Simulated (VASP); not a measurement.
# W3S in VASP: notebook

The runs below take W3S through single point, with PBE.

Program: VASP 6.6.1. These are calculated values, not measurements. Logs are shortened: lines on timing, memory, paths and dates and some standing lists are left out, and cuts for length are marked.

## Step 1: The cell of the first run

The cell holds a slab with vacuum, 4 atoms: a = 2.855 Å, b = 2.855 Å, c = 19.445 Å, α = 90.00°, β = 90.00°, γ = 90.00°.

## Step 2: Single point, PBE

INCAR

```
SYSTEM = W3S
PREC = Accurate
ENCUT = 520
EDIFF = 1E-6
ISMEAR = 0
SIGMA = 0.1
LREAL = .FALSE.
LASPH = .TRUE.
NELM = 100
ALGO = Normal
ISIF = 2
LWAVE = .FALSE.
LCHARG = .FALSE.
LDIPOL = .TRUE.
IDIPOL = 3
DIPOL = 0.5 0.5 0.356
GGA = PE
NBANDS = 32
```

KPOINTS

```
Automatic mesh
0
G
  9 9 1
  0 0 0
```

POSCAR

```
W3S
1.0
    2.8547213223      0.0000000000      0.0000000000
    0.0000000000      2.8547213223      0.0000000000
    0.0000000000      0.0000000000     19.4446428902
W S
3 1
Direct
    0.5000000000      0.5000000000      0.2057121863
    0.0000000000      0.0000000000      0.3071173012
    0.5000000000      0.5000000000      0.4085774645
    0.8333333333      0.8333333333      0.5009120351
```

Potentials or basis: VASP PAW PBE potentials, release 64 (W_sv, S).

Run with:

```console
$ cat potpaw_PBE.64/W_sv/POTCAR potpaw_PBE.64/S/POTCAR > POTCAR
$ mpirun -np 1 vasp_std > vasp.out
```

OUTCAR:

```text
SYSTEM = W3S
   PREC = Accurate
   ENCUT = 520
   EDIFF = 1E-6
   ISMEAR = 0
   LREAL = .FALSE.
   LASPH = .TRUE.
   NELM = 100
   ISIF = 2
   GGA = PE

 ion  position               nearest neighbor table
   1  0.500  0.500  0.206-   2 2.82   2 2.82   2 2.82   2 2.82
   2  0.000  0.000  0.307-   1 2.82   1 2.82   1 2.82   1 2.82   3 2.82   3 2.82   3 2.82   3 2.82

   3  0.500  0.500  0.409-   4 2.24   4 2.78   4 2.78   2 2.82   2 2.82   2 2.82   2 2.82
   4  0.833  0.833  0.501-   3 2.24   3 2.78   3 2.78

  LATTYP: Found a simple tetragonal cell.
 ALAT       =     2.8547213223
 C/A-ratio  =     6.8113979247

  Lattice vectors:

 A1 = (   2.8547213223,   0.0000000000,   0.0000000000)
 A2 = (   0.0000000000,   2.8547213223,   0.0000000000)
 A3 = (   0.0000000000,   0.0000000000,  19.4446428902)

Analysis of symmetry for initial positions (statically):
=====================================================================
 Subroutine PRICEL returns:
 Original cell was already a primitive cell.

 Routine SETGRP: Setting up the symmetry group for a
 simple tetragonal supercell.

 Subroutine GETGRP returns: Found  2 space group operations
 (whereof  2 operations were pure point group operations)
 out of a pool of 16 trial point group operations.

The static configuration has the point symmetry C_1h.

Analysis of symmetry for dynamics (positions and initial velocities):
=====================================================================
 Subroutine PRICEL returns:
 Original cell was already a primitive cell.

 Routine SETGRP: Setting up the symmetry group for a
 simple tetragonal supercell.

 Subroutine GETGRP returns: Found  2 space group operations
 (whereof  2 operations were pure point group operations)
 out of a pool of 16 trial point group operations.

The dynamic configuration has the point symmetry C_1h.

 Subroutine INISYM returns: Found  2 space group operations
 (whereof  2 operations are pure point group operations),
 and found     1 'primitive' translations

----------------------------------------------------------------------------------------

                                     Primitive cell

  volume of cell :     158.4628

  direct lattice vectors                    reciprocal lattice vectors
     2.854721322  0.000000000  0.000000000     0.350296890  0.000000000  0.000000000
     0.000000000  2.854721322  0.000000000     0.000000000  0.350296890  0.000000000
     0.000000000  0.000000000 19.444642890     0.000000000  0.000000000  0.051428047

  length of vectors
     2.854721322  2.854721322 19.444642890     0.350296890  0.350296890  0.051428047

  position of ions in fractional coordinates (direct lattice)
     0.500000000  0.500000000  0.205712186
     0.000000000  0.000000000  0.307117301
     0.500000000  0.500000000  0.408577464
     0.833333333  0.833333333  0.500912035

  ion indices of the primitive-cell ions
   primitive index   ion index
                 1           1
                 2           2
                 3           3
                 4           4

----------------------------------------------------------------------------------------

 KPOINTS: Automatic mesh

Automatic generation of k-mesh.
 Grid dimensions read from file:
 generate k-points for:    9    9    1

 Generating k-lattice:

  Cartesian coordinates                     Fractional coordinates (reciprocal lattice)
     0.038921877  0.000000000  0.000000000     0.111111111  0.000000000  0.000000000
     0.000000000  0.038921877  0.000000000     0.000000000  0.111111111  0.000000000
     0.000000000  0.000000000  0.051428047     0.000000000  0.000000000  1.000000000

  Length of vectors
     0.038921877  0.038921877  0.051428047

  Shift w.r.t. Gamma in fractional coordinates (k-lattice)
     0.000000000  0.000000000  0.000000000

 Subroutine IBZKPT returns following result:
 ===========================================

 Found     25 irreducible k-points:

 Following reciprocal coordinates:
            Coordinates               Weight
  0.000000  0.000000  0.000000      1.000000
  0.111111  0.000000  0.000000      4.000000
  0.222222  0.000000  0.000000      4.000000
  0.333333  0.000000  0.000000      4.000000
  0.444444  0.000000  0.000000      4.000000
  0.111111  0.111111  0.000000      2.000000
[... 16 lines left out ...]
 -0.333333  0.444444  0.000000      4.000000
  0.444444  0.444444  0.000000      2.000000
   k-points           NKPTS =     25   k-points in BZ     NKDIM =     25   number of bands    NBANDS=     32
   number of dos      NEDOS =    301   number of ions     NIONS =      4
   total plane-waves  NPLWV =  86400
   dimension x,y,z NGX =    24 NGY =   24 NGZ =  150
   dimension x,y,z NGXF=    48 NGYF=   48 NGZF=  300
   ions per type =               3   1
   NGX,Y,Z   is equivalent  to a cutoff of  13.98, 13.98, 12.82 a.u.
   NGXF,Y,Z  is equivalent  to a cutoff of  27.95, 27.95, 25.65 a.u.
 SYSTEM =  W3S
   PREC   = accura    normal or accurate (medium, high low for compatibility)
   ISTART =      0    job   : 0-new  1-cont  2-samecut
   ICHARG =      2    charge: 1-file 2-atom 10-const
   ISPIN  =      1    spin polarized calculation?
   LNONCOLLINEAR =      F non collinear calculations
   LSORBIT =      F    spin-orbit coupling
   LASPH  =      T    aspherical Exc in radial PAW
   ENCUT  =  520.0 eV  38.22 Ry    6.18 a.u.   5.31  5.31 36.15*2*pi/ulx,y,z
   NELM   =    100;   NELMIN=  2; NELMDL= -5     # of ELM steps
   EDIFF  = 0.1E-05   stopping-criterion for ELM
   LREAL  =      F    real-space projection
   EDIFFG = 0.1E-04   stopping-criterion for IOM
   NSW    =      0    number of steps for IOM
   IBRION =     -1    ionic relax: 0-MD 1-quasi-New 2-CG
   NFREE  =      0    steps in history (QN), initial steepest desc. (CG)
   ISIF   =      2    stress and relaxation
   ISYM   =      2    0-nonsym 1-usesym 2-fastsym
   POTIM  = 0.5000    time-step for ionic-motion
   TEBEG  =    0.0;   TEEND  =   0.0 temperature during run
   PSTRESS=    0.0 pullay stress
   NELECT =      48.0000    total number of electrons
   NUPDOWN=      -1.0000    fix difference up-down
   EMIN   =  10.00;   EMAX   =-10.00  energy-range for DOS
   EFERMI =   0.00;   METHOD = LEGACY
   ISMEAR =     0;   SIGMA  =   0.10  broadening in eV -4-tet -1-fermi 0-gaus
   EFERMI_NEDOS =   21; number of points for ismear=-14 and -15
   IALGO  =     38    algorithm
   IMIX   =      4    mixing-type and parameters
     AMIX     =   0.40;   BMIX     =  1.00
     AMIX_MAG =   1.60;   BMIX_MAG =  1.00
  volume/ion in A,a.u.               =      39.62       267.34
  Fermi-wavevector in a.u.,A,eV,Ry     =   1.099460  2.077678 16.446890  1.208812
  Thomas-Fermi vector in A             =   2.235855
   LORBIT       =      0    0 simple, 1 ext, 2 COOP (PROOUT), +10 PAW based schemes
   GGA     = PE    functional components
   LHFCALC =     F    Hartree Fock is set to
   AEXX    =    0.0000 exact exchange contribution
   IVDW    =     0    specifies the selected vdW correction
   LEPSILON=     F    determine dielectric tensor
   LRPA    =     F    only Hartree local field effects (RPA)
 non-spin polarized calculation
 Gauss-broadening in eV      SIGMA  =   0.10
  energy-cutoff  :      520.00
  volume of cell :      158.46
 maximum number of plane-waves:      4297
 NGX is ok and might be reduce to    24
   NGX = 11   NGY = 11   NGZ = 73

 dipolmoment           0.000000      0.000000      0.254772 electrons x Angstroem

 number of electron      47.9999995 magnetization

 dipolmoment           0.000000      0.000000     -0.003663 electrons x Angstroem

 Free energy of the ion-electron system (eV)
  ---------------------------------------------------
  ext. energy  EPLUGINS =         0.00000000
  ---------------------------------------------------
  free energy    TOTEN  =       -39.80365902 eV

  energy without entropy =      -39.78073195  energy(sigma->0) =      -39.79219548

 E-fermi :   1.5251     XC(G=0):  -6.1651

 val. band max:        1.4844557786   @ k =  -0.2222   0.2222   0.0000
 cond. band min:       1.5392365923   @ k =  -0.1111   0.2222   0.0000
 fundamental gap:      0.0547808138
 Fermi energy:         1.5250741479

 k-point     1 :       0.0000    0.0000    0.0000
  band No.  band energies     occupation
      1     -72.6612      2.00000
      2     -72.3317      2.00000
      3     -72.0658      2.00000
      4     -37.1393      2.00000
      5     -36.7692      2.00000
      6     -36.6145      2.00000
[... 24 lines left out ...]
     31       4.9054      0.00000
     32       5.4933      0.00000

 k-point     2 :       0.1111    0.0000    0.0000
  band No.  band energies     occupation
      1     -72.6567      2.00000
      2     -72.3269      2.00000
      3     -72.0626      2.00000
      4     -37.1243      2.00000
      5     -36.7907      2.00000
      6     -36.6598      2.00000
[... 24 lines left out ...]
     31       4.3684      0.00000
     32       5.6244      0.00000

 k-point     3 :       0.2222    0.0000    0.0000
  band No.  band energies     occupation
      1     -72.6454      2.00000
      2     -72.3149      2.00000
      3     -72.0547      2.00000
      4     -37.0970      2.00000
      5     -36.9172      2.00000
      6     -36.7313      2.00000
[... 24 lines left out ...]
     31       4.6028      0.00000
     32       5.2844      0.00000

 k-point     4 :       0.3333    0.0000    0.0000
  band No.  band energies     occupation
      1     -72.6325      2.00000
      2     -72.3012      2.00000
      3     -72.0458      2.00000
      4     -37.1416      2.00000
      5     -37.0634      2.00000
      6     -36.7621      2.00000
[... 654 lines left out ...]
     31       6.0848      0.00000
     32       6.7167      0.00000

 k-point    23 :      -0.3333    0.4444    0.0000
  band No.  band energies     occupation
      1     -72.5978      2.00000
      2     -72.2665      2.00000
      3     -72.0139      2.00000
      4     -37.1761      2.00000
      5     -37.0523      2.00000
      6     -36.9122      2.00000
[... 24 lines left out ...]
     31       6.0421      0.00000
     32       6.7153      0.00000

 k-point    24 :       0.4444    0.4444    0.0000
  band No.  band energies     occupation
      1     -72.5901      2.00000
      2     -72.2589      2.00000
      3     -72.0063      2.00000
      4     -37.1871      2.00000
      5     -37.1386      2.00000
      6     -36.8834      2.00000
[... 24 lines left out ...]
     31       6.5351      0.00000
     32       6.7965      0.00000

 [... further k-points ...]

------------------------ aborting loop because EDIFF is reached ----------------------------------------

 vacuum level on the upper side and lower side of the slab       (xc-potential included)        -0.190        -0.135

  FORCE on cell =-STRESS in cart. coord.  units (eV):
  Direction    XX          YY          ZZ          XY          YZ          ZX
  --------------------------------------------------------------------------------------
  -------------------------------------------------------------------------------------
  Total       -0.7824427     -0.7824427     -0.4204774      2.3530220      1.7195617      1.7195606
  in kB       -7.9110791     -7.9110791     -4.2513403     23.7908066     17.3860502     17.3860397
  external PRESSURE =      -6.6911662 kB  Pullay stress =       0.0000000 kB

 VOLUME and BASIS-vectors are now :
 -----------------------------------------------------------------------------
  energy-cutoff  :      520.00
  volume of cell :      158.46
      direct lattice vectors                 reciprocal lattice vectors
     2.854721322  0.000000000  0.000000000     0.350296890  0.000000000  0.000000000
     0.000000000  2.854721322  0.000000000     0.000000000  0.350296890  0.000000000
     0.000000000  0.000000000 19.444642890     0.000000000  0.000000000  0.051428047

 POSITION                                       TOTAL-FORCE (eV/Angst)
 -----------------------------------------------------------------------------------
      1.42736      1.42736      4.00000        -0.047225     -0.047225     -0.110748
      0.00000      0.00000      5.97179        -0.265500     -0.265500      0.409029
      1.42736      1.42736      7.94464        -0.249640     -0.249640     -0.293930
      2.37893      2.37893      9.74006         0.562365      0.562365     -0.004350
 -----------------------------------------------------------------------------------
    total drift:                                0.000063      0.000063      0.000178

  FREE ENERGIE OF THE ION-ELECTRON SYSTEM (eV)
  ---------------------------------------------------
  free  energy   TOTEN  =       -39.8036590167 eV

  energy  without entropy=      -39.7807319487  energy(sigma->0) =      -39.79219548

 vacuum level on the upper side and lower side of the slab         5.917         5.966
```

Wall time 1.7 min (1 thread of Intel Xeon 6975P-C (Granite Rapids), shared host); peak memory 0.32 GiB.

Results:

```yaml
Free_energy: -39.8037 eV
Largest_force: 0.795 eV/Å
Band_gap_on_the_k_mesh: zero (band 24 reaches 2.26 eV, above the bottom of band 25 at 1.34 eV)
```

Forces on the atoms (eV/Å):
```
W   -0.047 -0.047 -0.111
W   -0.266 -0.266  0.409
W   -0.250 -0.250 -0.294
S    0.562  0.562 -0.004
```

Caveat: spin-orbit coupling is left out, which moves the levels of the heavy elements.

(Continued in part 2 of 2.)
